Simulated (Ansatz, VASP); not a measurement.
**Cu in VASP and in Ansatz**

The input INCAR:

```
  PREC = Accurate
  ENCUT = 520
  EDIFF = 1E-8
  ISMEAR = -1
  SIGMA = 0.08
  LREAL = False
  LASPH = True
  NELM = 60
  ALGO = Normal
  ISIF = 2
  LWAVE = False
  LCHARG = False
  GGA = PS
  LEFG = True
  NBANDS = 12
```

The input KPOINTS:

```
Automatic mesh
0
Gamma
  19 19 19
```

The input POSCAR:

```
Cu
1.0
    0.0000000000      1.8194705475      1.8194705475
    1.8194705475      0.0000000000      1.8194705475
    1.8194705475      1.8194705475      0.0000000000
Cu
1
Direct
    0.0000000000      0.0000000000      0.0000000000
```

Input for Ansatz:

```yaml
crystal:
  lattice:
    - [0.0, 1.8194705475, 1.8194705475]
    - [1.8194705475, 0.0, 1.8194705475]
    - [1.8194705475, 1.8194705475, 0.0]
  atoms:
    - { symbol: Cu, position: [0.0, 0.0, 0.0] }
kpoints:
  mp_grid: { grid: [19, 19, 19] }
scf:
  occupations: { method: fermi_dirac, width: 0.08 }
hamiltonian:
  xc: pbesol
  pseudopotentials: { kind: all_electron, datasets: crystal }
output:
  forces: true
  stress: true
  eigenvalues: true
  efg: { contact_densities: true }
```

Change from the starting cell: volume scaled by 1.02, crystal datasets.

Alike in both runs: task electric field gradients; functional PBEsol; k mesh 19 × 19 × 19; occupations fermi-dirac, width 0.08 eV; no spin polarisation.

```csv
,VASP,Ansatz
version,VASP 6.6.1,Ansatz 0.2.0
potentials or method,"VASP PAW PBE potentials, release 64 (Cu), cutoff 520 eV","all-electron PAW with datasets made for the crystal, scalar-relativistic"
```

|  | VASP | Ansatz | Ansatz less VASP |
| --- | --- | --- | --- |
| pressure (GPa) | -8.4 | -9.1 | -0.68 |

VASP's potentials were made for PBE, not for PBEsol. Ansatz ran all-electron here, and VASP with PAW potentials.
